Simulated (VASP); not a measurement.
# Ba8HO8 (a cell with a defect) in VASP: single point with PBE

Aim: the single point of Ba8HO8 (a cell with a defect) with PBE.

All numbers are computed with VASP 6.6.1; they aren't measurements. Logs are shortened: lines on timing, memory, paths and dates and some standing lists are left out, and cuts for length are marked.

**1. The cell of the first run**

The cell holds a defect, 17 atoms: a = 7.883 Å, b = 7.883 Å, c = 7.883 Å, α = 60.00°, β = 60.00°, γ = 60.00°.

**2. Single point, PBE, collinear spin**

File INCAR:

```
  PREC = Accurate
  ENCUT = 520
  EDIFF = 1E-6
  ISMEAR = 0
  SIGMA = 0.02
  LREAL = Auto
  LASPH = T
  NELM = 150
  ALGO = Normal
  ISIF = 2
  LWAVE = F
  LCHARG = F
  ISPIN = 2
  MAGMOM = 0 0 0 0 0 0 0 0 0 0 0 0.14 0 0.14 0.14 0.14 0.4
  LORBIT = 11
  GGA = PE
  NBANDS = 82
```

File KPOINTS:

```
regular mesh
0
Gamma
  2 2 2
```

File POSCAR:

```
Ba8HO8
1.0
    5.5739975432      0.0000000000     -5.5739975432
    0.0000000000      5.5739975432     -5.5739975432
    5.5739975432      5.5739975432      0.0000000000
Ba O H
8 8 1
Direct
    0.4966011338     -0.0003267852     -0.0034435788
    0.4761928902      0.0002703625      0.5060520709
    0.4940839099      0.5017001673     -0.0059622380
    0.4935726969      0.5015474044      0.5004264854
    1.0061066508      0.0002865089     -0.0238742481
    1.0058177200     -0.0004624150      0.5057634988
    1.0004596265      0.5015587966     -0.0064724643
    0.9911763429      0.5152139874      0.4911221217
    0.2452636531      0.2530166167      0.7452708703
    0.2442659850      0.2517380012      0.2498338023
    0.2495679249      0.7411590995      0.7495582780
    0.2577795359      0.7460755890      0.2433904015
    0.7498267568      0.2517309147      0.7442727536
    0.7678650675      0.1853454351      0.2678442157
    0.7433828178      0.7460715524      0.7577872016
    0.7438307010      0.7481547072      0.2438557767
    0.8252738657      1.0110672738      0.3251997307
```

Potentials or basis: VASP PAW PBE potentials, release 64 (Ba_sv, O, H).

Launch:

```console
$ cat potpaw_PBE.64/Ba_sv/POTCAR potpaw_PBE.64/O/POTCAR potpaw_PBE.64/H/POTCAR > POTCAR
$ mpirun -np 1 vasp_std > vasp.out
```

OUTCAR:

```text
PREC = Accurate
   ENCUT = 520
   EDIFF = 1E-6
   ISMEAR = 0
   LREAL = Auto
   LASPH = T
   NELM = 150
   ISIF = 2
   ISPIN = 2
   LORBIT = 11
   GGA = PE

 ion  position               nearest neighbor table
   1  0.497  1.000  0.997-  15 2.75  12 2.75  16 2.76   9 2.80  13 2.82  10 2.82   4 3.93   7 3.93
                             3 3.94   2 3.94   5 3.94   6 3.94   6 3.94   3 3.95   5 3.95   2 3.95
   2  0.476  0.000  0.506-  17 2.41  14 2.69  11 2.71  10 2.72   9 2.75  16 2.87  15 2.89   5 3.71
                             6 3.71   4 3.89   3 3.89   1 3.94   8 3.94   8 3.95   1 3.95   3 4.00
   3  0.494  0.502  0.994-  11 2.73  15 2.75  12 2.75  13 2.79  10 2.79  14 3.07   2 3.89   5 3.89
                             4 3.89   7 3.89   1 3.94   8 3.94   8 3.94   1 3.95   7 3.99   4 3.99
   4  0.494  0.502  0.500-  11 2.72  12 2.75   9 2.77  16 2.77  13 2.79  14 3.08   6 3.89   2 3.89
                             7 3.89   3 3.89   1 3.93   8 3.94   8 3.94   1 3.95   3 3.99   7 4.00
   5  0.006  0.000  0.976-  17 2.41  14 2.69  11 2.71  13 2.72   9 2.74  16 2.87  12 2.89   2 3.71
                             6 3.71   7 3.89   3 3.89   1 3.94   8 3.94   8 3.95   1 3.95   3 4.00
   6  0.006  1.000  0.506-  17 2.41  14 2.68  11 2.72  10 2.74  13 2.74  12 2.88  15 2.88   5 3.71
                             2 3.71   7 3.89   4 3.89   8 3.94   1 3.94   1 3.94   8 3.95   4 4.00
   7  0.000  0.502  0.994-  11 2.72  15 2.75   9 2.77  16 2.77  10 2.79  14 3.08   6 3.89   5 3.89
                             4 3.89   3 3.89   1 3.93   8 3.94   8 3.94   1 3.95   3 3.99   4 4.00
   8  0.991  0.515  0.491-  16 2.76  12 2.78  15 2.78  10 2.81  13 2.82   9 2.83   6 3.94   7 3.94
                             4 3.94   3 3.94   3 3.94   4 3.94   7 3.94   5 3.94   2 3.94   2 3.95
   9  0.245  0.253  0.745-   5 2.74   2 2.75   7 2.77   4 2.77   1 2.80   8 2.83
  10  0.244  0.252  0.250-   2 2.72   6 2.74   3 2.79   7 2.79   8 2.81   1 2.82
  11  0.250  0.741  0.750-   5 2.71   2 2.71   6 2.72   7 2.72   4 2.72   3 2.73
  12  0.258  0.746  0.243-   1 2.75   4 2.75   3 2.75   8 2.78   6 2.88   5 2.89
  13  0.750  0.252  0.744-   5 2.72   6 2.74   3 2.79   4 2.79   8 2.82   1 2.82
  14  0.768  0.185  0.268-  17 1.12   6 2.68   2 2.69   5 2.69   3 3.07   4 3.08   7 3.08
  15  0.743  0.746  0.758-   1 2.75   7 2.75   3 2.75   8 2.78   6 2.88   2 2.89
  16  0.744  0.748  0.244-   1 2.76   8 2.76   4 2.77   7 2.77   2 2.87   5 2.87
  17  0.825  0.011  0.325-  14 1.12   5 2.41   2 2.41   6 2.41

  LATTYP: Found a face centered cubic cell.
 ALAT       =    11.1479950864

  Lattice vectors:

 A1 = (   5.5739975432,   0.0000000000,  -5.5739975432)
 A2 = (   0.0000000000,   5.5739975432,  -5.5739975432)
 A3 = (   5.5739975432,   5.5739975432,   0.0000000000)

Analysis of symmetry for initial positions (statically):
=====================================================================
 Subroutine PRICEL returns:
 Original cell was already a primitive cell.

 Routine SETGRP: Setting up the symmetry group for a
 face centered cubic supercell.

[... 197 lines left out ...]
 cond. band min:       4.4889326394   @ k =   0.0000   0.5000   0.0000
 fundamental gap:      0.0976621001
 Fermi energy:         4.3969188058

 spin component 1

 k-point     1 :       0.0000    0.0000    0.0000
  band No.  band energies     occupation
      1     -24.1416      1.00000
      2     -23.9430      1.00000
      3     -23.9343      1.00000
      4     -23.9334      1.00000
      5     -23.8483      1.00000
      6     -23.8469      1.00000
[... 621 lines left out ...]
     75       6.6348      0.00000
     76       6.9456      0.00000
 Fermi energy:         4.3969188058

 spin component 2

 k-point     1 :       0.0000    0.0000    0.0000
  band No.  band energies     occupation
      1     -24.1345      1.00000
      2     -23.9360      1.00000
      3     -23.9280      1.00000
      4     -23.9271      1.00000
      5     -23.8418      1.00000
      6     -23.8404      1.00000
[... 621 lines left out ...]
     75       6.6641      0.00000
     76       6.9649      0.00000
 [bands above 76 left out]

------------------------ aborting loop because EDIFF is reached ----------------------------------------

  FORCE on cell =-STRESS in cart. coord.  units (eV):
  Direction    XX          YY          ZZ          XY          YZ          ZX
  --------------------------------------------------------------------------------------
  -------------------------------------------------------------------------------------
  Total        4.6964480      4.5646318      4.5686124      2.3096750      2.3589051     -2.3099210
  in kB       21.7244997     21.1147537     21.1331667     10.6839327     10.9116577    -10.6850705
  external PRESSURE =      21.3241400 kB  Pullay stress =       0.0000000 kB

 VOLUME and BASIS-vectors are now :
 -----------------------------------------------------------------------------
  energy-cutoff  :      520.00
  volume of cell :      346.36
      direct lattice vectors                 reciprocal lattice vectors
     5.573997543  0.000000000 -5.573997543     0.089702228 -0.089702228 -0.089702228
     0.000000000  5.573997543 -5.573997543    -0.089702228  0.089702228 -0.089702228
     5.573997543  5.573997543  0.000000000     0.089702228  0.089702228  0.089702228

 POSITION                                       TOTAL-FORCE (eV/Angst)
 -----------------------------------------------------------------------------------
      8.32286     11.12698     -8.34023         0.028363     -0.010807      0.011229
      5.47503      2.82224     -2.65580         0.022303      0.001617      0.417603
      8.29479      8.33724     -5.55050         0.026518     -0.091945      0.092363
      5.54055      5.58500     -5.54680         0.100292     -0.029549      0.074520
      5.47496      5.44252     -0.03564         0.022577     -0.416922     -0.000844
      2.85155      8.39054     -5.60385         0.448724      0.002847     -0.002344
[... 9 lines left out ...]
      5.50536      5.52946     -8.31632         0.061234      0.053230     -0.053937
      6.41274      1.87435     -4.66176        -1.613248      1.640594     -1.640242
 -----------------------------------------------------------------------------------
    total drift:                                0.004330      0.001665     -0.002265

  FREE ENERGIE OF THE ION-ELECTRON SYSTEM (eV)
  ---------------------------------------------------
  free  energy   TOTEN  =       -96.0232352602 eV

  energy  without entropy=      -96.0213080055  energy(sigma->0) =      -96.02227163

 total charge

# of ion       s       p       d       tot
------------------------------------------
    1        2.015   5.620   0.354   7.989
    2        2.016   5.618   0.387   8.021
    3        2.013   5.610   0.364   7.987
    4        2.013   5.610   0.365   7.988
    5        2.016   5.618   0.387   8.021
    6        2.016   5.618   0.386   8.020
[... 9 lines left out ...]
   16        1.559   3.360   0.000   4.920
   17        0.528   0.063   0.000   0.591
--------------------------------------------------
tot         29.125  72.002   2.963 104.090

 magnetization (x)

# of ion       s       p       d       tot
------------------------------------------
    1        0.000   0.000   0.001   0.001
    2        0.000  -0.000   0.014   0.014
    3        0.000  -0.000   0.012   0.012
    4        0.000  -0.000   0.012   0.013
    5        0.000  -0.000   0.014   0.014
    6        0.000  -0.000   0.014   0.014
[... 9 lines left out ...]
   16        0.000  -0.002   0.000  -0.002
   17        0.009   0.003   0.000   0.011
--------------------------------------------------
tot          0.014   0.004   0.084   0.103
```

OSZICAR:

```text
N       E                     dE             d eps       ncg     rms          rms(c)
DAV:   1     0.948827471346E+03    0.94883E+03   -0.62939E+04  2624   0.145E+03
DAV:   2    -0.376386235220E+02   -0.98647E+03   -0.93709E+03  3494   0.304E+02
DAV:   3    -0.112942700821E+03   -0.75304E+02   -0.74676E+02  3112   0.884E+01
DAV:   4    -0.115882893704E+03   -0.29402E+01   -0.29348E+01  3960   0.148E+01
DAV:   5    -0.115922555848E+03   -0.39662E-01   -0.39644E-01  3328   0.189E+00    0.268E+01
DAV:   6    -0.970790843414E+02    0.18843E+02   -0.13045E+02  3270   0.315E+01    0.175E+01
DAV:   7    -0.961857399352E+02    0.89334E+00   -0.13939E+01  3136   0.116E+01    0.671E+00
DAV:   8    -0.959979859063E+02    0.18775E+00   -0.10260E+00  3254   0.373E+00    0.231E+00
DAV:   9    -0.960105820738E+02   -0.12596E-01   -0.14904E-01  3312   0.143E+00    0.606E-01
DAV:  10    -0.960185515896E+02   -0.79695E-02   -0.14584E-02  3352   0.398E-01    0.341E-01
DAV:  11    -0.960226512478E+02   -0.40997E-02   -0.49261E-03  3112   0.279E-01    0.137E-01
DAV:  12    -0.960231352998E+02   -0.48405E-03   -0.98439E-04  3600   0.113E-01    0.491E-02
DAV:  13    -0.960232066897E+02   -0.71390E-04   -0.31120E-04  3136   0.541E-02    0.268E-02
DAV:  14    -0.960232267357E+02   -0.20046E-04   -0.34396E-05  3352   0.239E-02    0.142E-02
DAV:  15    -0.960232356712E+02   -0.89354E-05   -0.24643E-05  3080   0.179E-02    0.807E-03
DAV:  16    -0.960232352602E+02    0.41095E-06   -0.62203E-06  2888   0.960E-03
   1 F= -.96023235E+02 E0= -.96022272E+02  d E =-.192725E-02  mag=     0.2500
```

Run time: 25 min. Hardware: 1 thread of Oxide Virtual Turin-like, shared host; peak memory 0.77 GiB.

Results:

```yaml
Free_energy: -96.0232 eV
Pressure: 2.1 GPa
Largest_force: 2.826 eV/Å
Net_moment: 0.25 μB per cell
Valence_electrons_inside_the_program's_atomic_spheres: Ba 7.99, 8.02 (each value once); O 4.93, 4.95, 4.92, 5.00 (each value once); H 0.59
```

Forces on the atoms (eV/Å):
```
Ba   0.028 -0.011  0.011
Ba   0.022  0.002  0.418
Ba   0.027 -0.092  0.092
Ba   0.100 -0.030  0.075
Ba   0.023 -0.417 -0.001
Ba   0.449  0.003 -0.002
Ba   0.100 -0.074  0.030
Ba   0.012  0.008 -0.007
O   -0.040 -0.026  0.025
O   -0.009  0.016  0.006
O    0.060 -0.074  0.074
O   -0.081  0.071  0.083
O   -0.009 -0.006 -0.017
O    0.951 -0.981  0.980
O   -0.081 -0.083 -0.072
O    0.061  0.053 -0.054
H   -1.613  1.641 -1.640
```

Caveat: the k points lie up to 0.49 Å⁻¹ apart; spin-orbit coupling is left out, which moves the levels of the heavy elements.
